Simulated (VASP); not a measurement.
# AuBr2Cl (Cmcm) in VASP: single point with r2SCAN

Aim: the single point of AuBr2Cl with r2SCAN.

Everything below comes from runs of VASP 6.6.1. Logs are shortened: lines on timing, memory, paths and dates and some standing lists are left out, and cuts for length are marked.

### 1 The cell of the first run

It takes space group Cmcm (No. 63, orthorhombic). Conventional cell: a = 3.721 Å, b = 14.049 Å, c = 8.169 Å, α = 90.00°, β = 90.00°, γ = 90.00°. Br (site symmetry m) has 2 Au at 2.51 Å and 2 Cl at 3.05 Å and 1 Br at 3.37 Å within 3.4 Å. Within 3.4 Å of Au (site symmetry m2m) lie 4 Br at 2.51 Å and 1 Cl at 3.32 Å. Within 4.2 Å of Cl (site symmetry m2m) lie 10 Br at 3.05 to 4.17 Å and 5 Au at 3.32 to 4.15 Å and 2 Cl at 3.72 Å.

### 2 Single point, r2SCAN

POSCAR reads:

```
AuBr2Cl
1.0
    3.7207712882      0.0000001568      0.0000000000
    1.8603859401     -7.0246855076      0.0000000000
    0.0000000000      0.0000000000     -8.1694581972
Br Au Cl
4 2 2
Direct
    0.6289456560      0.7421086881      0.9559965197
    0.3710543440      0.2578913119      0.4559965197
    0.3710543440      0.2578913119      0.0440034803
    0.6289456560      0.7421086881      0.5440034803
    0.1282012990      0.7435974020      0.7500000000
    0.8717987010      0.2564025980      0.2500000000
    0.8920159098      0.2159681804      0.7500000000
    0.1079840902      0.7840318196      0.2500000000
```

INCAR.step1 reads:

```
PREC = Accurate ; ENCUT = 520
ISMEAR = -1 ; SIGMA = 0.1
LREAL = False ; LASPH = True
NELM = 100 ; NBANDS = 42
GGA = PE ; ALGO = Normal
EDIFF = 1E-4 ; LWAVE = True
LCHARG = False
```

INCAR.step2 reads:

```
PREC = Accurate ; ENCUT = 520
EDIFF = 1E-7 ; ISMEAR = -1
SIGMA = 0.1 ; LREAL = False
LASPH = True ; NELM = 100
ALGO = Normal ; ISIF = 2
LWAVE = False ; LCHARG = False
METAGGA = R2SCAN ; LMIXTAU = True
NBANDS = 42 ; ISTART = 1
```

KPOINTS reads:

```
Automatic mesh
0
Gamma
  6 6 3
```

Potentials or basis: VASP PAW PBE potentials, release 64 (Br, Au, Cl).

Launch:

```
cat potpaw_PBE.64/Br/POTCAR potpaw_PBE.64/Au/POTCAR potpaw_PBE.64/Cl/POTCAR > POTCAR
cp INCAR.step1 INCAR
mpirun -np 1 vasp_std > vasp.out
cp INCAR.step2 INCAR
mpirun -np 1 vasp_std > vasp.out
```

OUTCAR:

```text
PREC = Accurate
   ENCUT = 520
   EDIFF = 1E-7
   ISMEAR = -1
   LREAL = False
   LASPH = True
   NELM = 100
   ISIF = 2
   METAGGA = R2SCAN
   ISTART = 1

 ion  position               nearest neighbor table
   1  0.629  0.742  0.956-   5 2.51   5 2.51
   2  0.371  0.258  0.456-   6 2.51   6 2.51
   3  0.371  0.258  0.044-   6 2.51   6 2.51
   4  0.629  0.742  0.544-   5 2.51   5 2.51
   5  0.128  0.744  0.750-   1 2.51   4 2.51   1 2.51   4 2.51
   6  0.872  0.256  0.250-   2 2.51   3 2.51   2 2.51   3 2.51
   7  0.892  0.216  0.750-
   8  0.108  0.784  0.250-

  LATTYP: Found a base centered orthorhombic cell.
 ALAT       =     3.7207712882
 B/A-ratio  =     3.7759297962
 C/A-ratio  =     2.1956356799

  Lattice vectors:

 A1 = (   1.8603853481,   7.0246856644,   0.0000000000)
 A2 = (   1.8603859401,  -7.0246855076,   0.0000000000)
 A3 = (   0.0000000000,   0.0000000000,  -8.1694581972)

Analysis of symmetry for initial positions (statically):
=====================================================================
 Subroutine PRICEL returns:
 Original cell was already a primitive cell.

 Routine SETGRP: Setting up the symmetry group for a
 base centered orthorhombic supercell.

 Subroutine GETGRP returns: Found  8 space group operations
 (whereof  4 operations were pure point group operations)
 out of a pool of  8 trial point group operations.

The static configuration has the point symmetry C_2h.
 The point group associated with its full space group is D_2h.

Analysis of symmetry for dynamics (positions and initial velocities):
=====================================================================
 Subroutine PRICEL returns:
 Original cell was already a primitive cell.

 Routine SETGRP: Setting up the symmetry group for a
 base centered orthorhombic supercell.

 Subroutine GETGRP returns: Found  8 space group operations
 (whereof  4 operations were pure point group operations)
 out of a pool of  8 trial point group operations.

The dynamic configuration has the point symmetry C_2h.
 The point group associated with its full space group is D_2h.

 Subroutine INISYM returns: Found  8 space group operations
 (whereof  4 operations are pure point group operations),
 and found     1 'primitive' translations

----------------------------------------------------------------------------------------

                                     Primitive cell

  volume of cell :     213.5272

  direct lattice vectors                    reciprocal lattice vectors
     3.720771288  0.000000157  0.000000000     0.268761477  0.071177574  0.000000000
     1.860385940 -7.024685508  0.000000000     0.000000006 -0.142355126  0.000000000
     0.000000000  0.000000000 -8.169458197     0.000000000  0.000000000 -0.122407138

  length of vectors
     3.720771288  7.266859179  8.169458197     0.278026939  0.142355126  0.122407138

  position of ions in fractional coordinates (direct lattice)
     0.628945656  0.742108688  0.955996520
     0.371054344  0.257891312  0.455996520
     0.371054344  0.257891312  0.044003480
     0.628945656  0.742108688  0.544003480
     0.128201299  0.743597402  0.750000000
     0.871798701  0.256402598  0.250000000
     0.892015910  0.215968180  0.750000000
     0.107984090  0.784031820  0.250000000

  ion indices of the primitive-cell ions
   primitive index   ion index
                 1           1
                 2           2
                 3           3
                 4           4
                 5           5
                 6           6
                 7           7
                 8           8

----------------------------------------------------------------------------------------

 KPOINTS: Automatic mesh

Automatic generation of k-mesh.
 Grid dimensions read from file:
 generate k-points for:    6    6    3

 Generating k-lattice:

  Cartesian coordinates                     Fractional coordinates (reciprocal lattice)
     0.044793580  0.011862929  0.000000000     0.166666667  0.000000000  0.000000000
     0.000000001 -0.023725854  0.000000000     0.000000000  0.166666667  0.000000000
     0.000000000  0.000000000 -0.040802379     0.000000000  0.000000000  0.333333333

  Length of vectors
     0.046337823  0.023725854  0.040802379

  Shift w.r.t. Gamma in fractional coordinates (k-lattice)
     0.000000000  0.000000000  0.000000000

 Subroutine IBZKPT returns following result:
 ===========================================

 Found     26 irreducible k-points:

 Following reciprocal coordinates:
            Coordinates               Weight
  0.000000  0.000000  0.000000      1.000000
  0.166667  0.000000  0.000000      4.000000
  0.333333  0.000000  0.000000      4.000000
  0.500000  0.000000  0.000000      2.000000
 -0.000000  0.166667  0.000000      2.000000
  0.333333  0.166667  0.000000      2.000000
[... 16 lines left out ...]
 -0.000000  0.333333  0.333333      4.000000
 -0.333333  0.333333  0.333333      4.000000
 [... further k-points ...]
   k-points           NKPTS =     26   k-points in BZ     NKDIM =     26   number of bands    NBANDS=     42
   number of dos      NEDOS =    301   number of ions     NIONS =      8
   total plane-waves  NPLWV =  96768
   dimension x,y,z NGX =    28 NGY =   54 NGZ =   64
   dimension x,y,z NGXF=    56 NGYF=  108 NGZF=  128
   ions per type =               4   2   2
   NGX,Y,Z   is equivalent  to a cutoff of  12.51, 12.35, 13.02 a.u.
   NGXF,Y,Z  is equivalent  to a cutoff of  25.02, 24.71, 26.05 a.u.
 SYSTEM =  unknown system
   PREC   = accura    normal or accurate (medium, high low for compatibility)
   ISTART =      1    job   : 0-new  1-cont  2-samecut
   ICHARG =      0    charge: 1-file 2-atom 10-const
   ISPIN  =      1    spin polarized calculation?
   LNONCOLLINEAR =      F non collinear calculations
   LSORBIT =      F    spin-orbit coupling
   LASPH  =      T    aspherical Exc in radial PAW
   ENCUT  =  520.0 eV  38.22 Ry    6.18 a.u.   6.92 13.51 15.19*2*pi/ulx,y,z
   NELM   =    100;   NELMIN=  2; NELMDL=  0     # of ELM steps
   EDIFF  = 0.1E-06   stopping-criterion for ELM
   LREAL  =      F    real-space projection
   EDIFFG = 0.1E-05   stopping-criterion for IOM
   NSW    =      0    number of steps for IOM
   IBRION =     -1    ionic relax: 0-MD 1-quasi-New 2-CG
   NFREE  =      0    steps in history (QN), initial steepest desc. (CG)
   ISIF   =      2    stress and relaxation
   ISYM   =      2    0-nonsym 1-usesym 2-fastsym
   POTIM  = 0.5000    time-step for ionic-motion
   TEBEG  =    0.0;   TEEND  =   0.0 temperature during run
   PSTRESS=    0.0 pullay stress
   NELECT =      64.0000    total number of electrons
   NUPDOWN=      -1.0000    fix difference up-down
   EMIN   =  10.00;   EMAX   =-10.00  energy-range for DOS
   EFERMI =   0.00;   METHOD = LEGACY
   ISMEAR =    -1;   SIGMA  =   0.10  broadening in eV -4-tet -1-fermi 0-gaus
   EFERMI_NEDOS =   21; number of points for ismear=-14 and -15
   IALGO  =     38    algorithm
   IMIX   =      4    mixing-type and parameters
     AMIX     =   0.40;   BMIX     =  1.00
     AMIX_MAG =   1.60;   BMIX_MAG =  1.00
  volume/ion in A,a.u.               =      26.69       180.12
  Fermi-wavevector in a.u.,A,eV,Ry     =   1.095596  2.070376 16.331490  1.200331
  Thomas-Fermi vector in A             =   2.231923
   LORBIT       =      0    0 simple, 1 ext, 2 COOP (PROOUT), +10 PAW based schemes
   METAGGA = R2SCAN    functional components
   LHFCALC =     F    Hartree Fock is set to
   AEXX    =    0.0000 exact exchange contribution
   IVDW    =     0    specifies the selected vdW correction
   LEPSILON=     F    determine dielectric tensor
   LRPA    =     F    only Hartree local field effects (RPA)
 non-spin polarized calculation
  energy-cutoff  :      520.00
  volume of cell :      213.53
 maximum number of plane-waves:      5773
   NGX = 13   NGY = 27   NGZ = 31

 number of electron      64.0000008 magnetization

 Free energy of the ion-electron system (eV)
  ---------------------------------------------------
  ext. energy  EPLUGINS =         0.00000000
  ---------------------------------------------------
  free energy    TOTEN  =      -167.26699611 eV

  energy without entropy =     -167.23521308  energy(sigma->0) =     -167.25110459

 E-fermi :   1.7165     XC(G=0):  -9.4983

 val. band max:        1.6320560589   @ k =   0.0000   0.0000   0.0000
 cond. band min:       1.8701932864   @ k =   0.5000   0.1667   0.0000
 fundamental gap:      0.2381372276
 Fermi energy:         1.7165223887

 k-point     1 :       0.0000    0.0000    0.0000
  band No.  band energies     occupation
      1     -14.8720      2.00000
      2     -14.6397      2.00000
      3     -14.1376      2.00000
      4     -13.9210      2.00000
      5     -12.1350      2.00000
      6     -12.0563      2.00000
[... 34 lines left out ...]
     41       9.9034      0.00000
     42      10.3260      0.00000

 k-point     2 :       0.1667    0.0000    0.0000
  band No.  band energies     occupation
      1     -14.7233      2.00000
      2     -14.5116      2.00000
      3     -14.1353      2.00000
      4     -13.9456      2.00000
      5     -12.0999      2.00000
      6     -12.0376      2.00000
[... 34 lines left out ...]
     41      10.0833      0.00000
     42      10.8250      0.00000

 k-point     3 :       0.3333    0.0000    0.0000
  band No.  band energies     occupation
      1     -14.3837      2.00000
      2     -14.2336      2.00000
      3     -14.1276      2.00000
      4     -14.0000      2.00000
      5     -12.0457      2.00000
      6     -12.0225      2.00000
[... 897 lines left out ...]
      4     -14.0852      2.00000
      5     -12.0448      2.00000
      6     -12.0242      2.00000
[... 34 lines left out ...]
     41      10.4283      0.00000
     42      10.6034      0.00000

 k-point    24 :      -0.3333    0.3333    0.3333
  band No.  band energies     occupation
      1     -14.2953      2.00000
      2     -14.2769      2.00000
      3     -14.1020      2.00000
      4     -14.0808      2.00000
      5     -12.0360      2.00000
      6     -12.0279      2.00000
[... 34 lines left out ...]
     41      10.2635      0.00000
     42      10.5074      0.00000

 [... further k-points ...]

------------------------ aborting loop because EDIFF is reached ----------------------------------------

  FORCE on cell =-STRESS in cart. coord.  units (eV):
  Direction    XX          YY          ZZ          XY          YZ          ZX
  --------------------------------------------------------------------------------------
  -------------------------------------------------------------------------------------
  Total       -0.0838375     -0.0084138     -0.1070323     -0.0000000      0.0000000      0.0000000
  in kB       -0.6290653     -0.0631322     -0.8031050     -0.0000000      0.0000000      0.0000000
  external PRESSURE =      -0.4984342 kB  Pullay stress =       0.0000000 kB

 VOLUME and BASIS-vectors are now :
 -----------------------------------------------------------------------------
  energy-cutoff  :      520.00
  volume of cell :      213.53
      direct lattice vectors                 reciprocal lattice vectors
     3.720771288  0.000000157  0.000000000     0.268761477  0.071177574  0.000000000
     1.860385940 -7.024685508  0.000000000     0.000000006 -0.142355126  0.000000000
     0.000000000  0.000000000 -8.169458197     0.000000000  0.000000000 -0.122407138

 POSITION                                       TOTAL-FORCE (eV/Angst)
 -----------------------------------------------------------------------------------
      3.72077     -5.21308     -7.80997         0.000000     -0.000738     -0.009913
      1.86039     -1.81161     -3.72524        -0.000000      0.000738     -0.009913
      1.86039     -1.81161     -0.35948        -0.000000      0.000738      0.009913
      3.72077     -5.21308     -4.44421         0.000000     -0.000738      0.009913
      1.86039     -5.22354     -6.12709        -0.000000      0.004209     -0.000000
      3.72077     -1.80115     -2.04236         0.000000     -0.004209      0.000000
      3.72077     -1.51711     -6.12709         0.000000     -0.000682     -0.000000
      1.86039     -5.50758     -2.04236        -0.000000      0.000682      0.000000
 -----------------------------------------------------------------------------------
    total drift:                                0.000000     -0.000000     -0.000000

  FREE ENERGIE OF THE ION-ELECTRON SYSTEM (eV)
  ---------------------------------------------------
  free  energy   TOTEN  =      -167.2669961063 eV

  energy  without entropy=     -167.2352130827  energy(sigma->0) =     -167.25110459
```

Wall time 12 min (1 thread of Intel Xeon Platinum 8259CL at 2.50GHz (Skylake/Cascade Lake), shared host); peak memory 0.47 GiB.

What came out:

* Free energy: -167.2670 eV
* Pressure: 0.0 GPa
* Largest force: 0.010 eV/Å
* Band gap on the k mesh: 0.24 eV (least direct gap 0.52 eV)

Forces on the atoms (eV/Å):
```
Br   0.000 -0.001 -0.010
Br   0.000  0.001 -0.010
Br   0.000  0.001  0.010
Br   0.000 -0.001  0.010
Au   0.000  0.004  0.000
Au   0.000 -0.004  0.000
Cl   0.000 -0.001  0.000
Cl   0.000  0.001  0.000
```

Levels at points of the mesh, in eV from the valence-band top:
| k point | band 30 | band 31 | band 32 | band 33 | band 34 | band 35 |
| --- | --- | --- | --- | --- | --- | --- |
| (0.00, 0.00, 0.00) | -0.43 | -0.18 | 0.00 | 0.54 | 0.58 | 3.53 |
| (0.50, 0.00, 0.00) | -0.89 | -0.75 | -0.74 | 0.24 | 0.32 | 3.88 |
| (0.00, 0.50, 0.00) | -0.40 | -0.15 | -0.06 | 0.46 | 0.67 | 3.99 |

Caveat: the PAW data sets were made with another functional, which shifts forces and pressure a little; spin-orbit coupling is left out, which moves the levels of the heavy elements.
